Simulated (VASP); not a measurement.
# SnSe (Pm) in VASP: a run that goes wrong, beside a sound one

A flawed run on SnSe and a sound one for comparison.

All numbers are computed with VASP 6.6.1; they aren't measurements. Logs are shortened: lines on timing, memory, paths and dates and some standing lists are left out, and cuts for length are marked.

### 1 The cell of the first run

Symmetry: Pm, No. 6, monoclinic system. Conventional cell: a = 4.415 Å, b = 4.190 Å, c = 11.420 Å, α = 90.00°, β = 90.00°, γ = 90.00°. Within 3.6 Å of Sn (site symmetry m) lie 6 Se at 2.69 to 3.50 Å and 2 Sn at 3.60 Å. Sn (site symmetry m) has 6 Se at 2.69 to 3.48 Å and 2 Sn at 3.60 Å within 3.6 Å. Within 3.6 Å of Sn (site symmetry m) lie 6 Se at 2.69 to 3.50 Å and 2 Sn at 3.60 Å. Within 3.6 Å of Sn (site symmetry m) lie 6 Se at 2.69 to 3.50 Å and 2 Sn at 3.60 Å. Within 3.6 Å of Se (site symmetry m) lie 6 Sn at 2.69 to 3.50 Å. Within 3.6 Å of Se (site symmetry m) lie 6 Sn at 2.69 to 3.50 Å. Se (site symmetry m) has 6 Sn at 2.69 to 3.50 Å within 3.6 Å. Within 3.5 Å of Se (site symmetry m) lie 6 Sn at 2.69 to 3.48 Å.

### 2 A run with an altered input

INCAR

```
SYSTEM = SnSe
ADDGRID = .FALSE.
AGGAC = 0.0
ALGO = Normal
EDIFF = 1E-6
EFERMI = MIDGAP
ENCUT = 310
GGA = ML
GGA_COMPAT = .FALSE.
ISIF = 2
ISMEAR = -5
LASPH = .TRUE.
LCHARG = .FALSE.
LREAL = .FALSE.
LUSE_VDW = .TRUE.
LWAVE = .FALSE.
NBANDS = 56
NELM = 99
PREC = Accurate
SIGMA = 0.03
ZAB_VDW = -1.8867
```

KPOINTS

```
Automatic mesh
0
Gamma
  1 1 1
  0 0 0
```

POSCAR

```
SnSe
1.0
   11.4200000000      0.0000000000      0.0000000000
    0.0000000000      4.1900000000      0.0000000000
    0.0000000000      0.0000000000      4.4154000000
Sn Se
4 4
Direct
    0.8770000000      0.7500000000      0.9090000000
    0.6230000000      0.2500000000      0.4090000000
    0.3770000000      0.7500000000      0.5910000000
    0.1230000000      0.2500000000      0.0910000000
    0.6430000000      0.7500000000      0.9840000000
    0.8570000000      0.2500000000      0.4840000000
    0.1430000000      0.7500000000      0.5160000000
    0.3570000000      0.2500000000      0.0249686100
```

Potentials or basis: VASP PAW PBE potentials, release 64 (Sn_d, Se).

Command:

```
$ cat potpaw_PBE.64/Sn_d/POTCAR potpaw_PBE.64/Se/POTCAR > POTCAR
$ mpirun -np 4 vasp_std > vasp.out
```

OUTCAR:

```text
SYSTEM = SnSe
   EDIFF = 1E-6
   EFERMI = MIDGAP
   ENCUT = 310
   GGA = ML
   ISIF = 2
   ISMEAR = -5
   LASPH = .TRUE.
   LREAL = .FALSE.
   NELM = 99
   PREC = Accurate

|       ---->  I REFUSE TO CONTINUE WITH THIS SICK JOB ... BYE!!! <----       |
|                                                                             |
 -----------------------------------------------------------------------------
```

On the terminal:

```text
POSCAR found type information on POSCAR SnSe
 POSCAR found :  2 types and       8 ions
 scaLAPACK will be used
[... 39 lines left out ...]
1
1
1
1
```

stdout:

```text
POSCAR found type information on POSCAR SnSe
 POSCAR found :  2 types and       8 ions
 scaLAPACK will be used
 -----------------------------------------------------------------------------
|                                                                             |
|                                                                             |
|     You have switched on vdW-DFT.                                           |
[... 30 lines left out ...]
|                                                                             |
|       ---->  I REFUSE TO CONTINUE WITH THIS SICK JOB ... BYE!!! <----       |
|                                                                             |
 -----------------------------------------------------------------------------

1
1
1
1
```

It took 4.4 s on 4 MPI ranks of Intel Xeon 6975P-C (Granite Rapids), shared host.

The program refused the input. What is wrong with the input: tetrahedra on too few k points (ISMEAR = -5; KPAR = left out; k = 1 × 1 × 1).

### 3 Single point, vdW-DF2 (last atom moved by 0.04 Å along z, cell strained by -1.0% along z)

INCAR

```
SYSTEM = SnSe
ADDGRID = .FALSE.
AGGAC = 0.0
ALGO = Normal
EDIFF = 1E-8
EFERMI = MIDGAP
ENCUT = 620
GGA = ML
GGA_COMPAT = .FALSE.
ISIF = 2
ISMEAR = 0
KPAR = 4
LASPH = .TRUE.
LCHARG = .FALSE.
LREAL = .FALSE.
LUSE_VDW = .TRUE.
LWAVE = .FALSE.
NBANDS = 72
NELM = 120
PREC = Accurate
SIGMA = 0.03
ZAB_VDW = -1.8867
```

KPOINTS

```
Automatic mesh
0
Gamma
  3 8 8
  0 0 0
```

POSCAR is that of step 2.

Potentials or basis: VASP PAW PBE potentials, release 64 (Sn_d, Se).

Command:

```
$ cat potpaw_PBE.64/Sn_d/POTCAR potpaw_PBE.64/Se/POTCAR > POTCAR
$ mpirun -np 4 vasp_std > vasp.out
```

It took 7 min on 4 MPI ranks of Intel Xeon 6975P-C (Granite Rapids), shared host; peak memory 1.6 GiB.

Results (log left out):

* Free energy: -10.9664 eV
* Pressure: 9.3 GPa
* Largest force: 0.591 eV/Å
* Band gap on the k mesh: 0.78 eV (least direct gap 0.98 eV)

Forces on the atoms (eV/Å):
```
Sn   0.572  0.000  0.146
Sn  -0.558  0.000  0.150
Sn   0.551  0.000 -0.036
Sn  -0.570  0.000 -0.154
Se  -0.450  0.000 -0.126
Se   0.446  0.000 -0.132
Se  -0.452  0.000  0.180
Se   0.461  0.000 -0.027
```

Stress tensor (GPa, compression positive):
```
11.14  0.00 -0.01
 0.00  8.41  0.00
-0.01  0.00  8.22
```

Levels at points of the mesh, in eV from the valence-band top:
```
           k point  band 37  band 38  band 39  band 40  band 41  band 42  band 43  band 44
(0.00, 0.00, 0.00)    -1.53    -1.23    -0.70    -0.57     0.84     3.06     3.30     3.38
(0.00, 0.50, 0.00)    -0.95    -0.94    -0.69    -0.67     1.06     1.11     1.46     1.47
(0.00, 0.00, 0.50)    -0.71    -0.69    -0.31    -0.31     1.30     1.31     1.57     1.62
(0.00, 0.50, 0.50)    -2.23    -2.20    -1.48    -1.46     2.89     2.92     3.19     3.25
```

Caveat: the cell differs from its parent crystal (last atom moved by 0.04 Å along z, cell strained by -1.0% along z); the cell stands under pressure; the PAW data sets were made with another functional, which shifts forces and pressure a little; spin-orbit coupling is left out, which moves the levels of the heavy elements; an odd mesh through Γ misses points on the zone boundary, where band edges can lie.
